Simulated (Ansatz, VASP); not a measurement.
# CoO: VASP beside Ansatz

```
Co O
1.0
     1.53675    0.88724    2.47351
    -1.53675    0.88724    2.47351
     0.00000   -1.77448    2.47351
Co O
1 1
Direct
  0.00000 0.00000 0.00000
  0.50000 0.50000 0.50000
```

Alike in both runs: functional PBE; k mesh 12 × 12 × 12; occupations gaussian, width 0.02 eV; collinear spin; Hubbard terms Co d U = 3.32 eV.

Ansatz relaxed the structure, and its values are those at the end. VASP's run is a single point on that final structure, the one shown.

|  | VASP | Ansatz |
| --- | --- | --- |
| version | VASP 6.6.1 | Ansatz 0.2.0 |
| potentials or method | VASP PAW PBE potentials, release 64 (Co, O), cutoff 520 eV | scalar-relativistic, plane waves, PAW |
| valence electrons in the cell | 15 | 23 |

```tsv
	VASP	Ansatz	Ansatz less VASP
pressure (GPa)	-7.4	0.0	+7.45
net moment per atom (μB)	1.50	1.50	0.000
size of the moment on the site where the two differ most (μB)	2.73	2.62	-0.113
```

Site moments also hang on the region over which each program counts them. The programs project onto different local orbitals, so the same U acts differently, and such runs can settle in different states. VASP's potentials hold 15 valence electrons a cell and Ansatz's 23, so a difference there can come from the potentials and not from the codes.
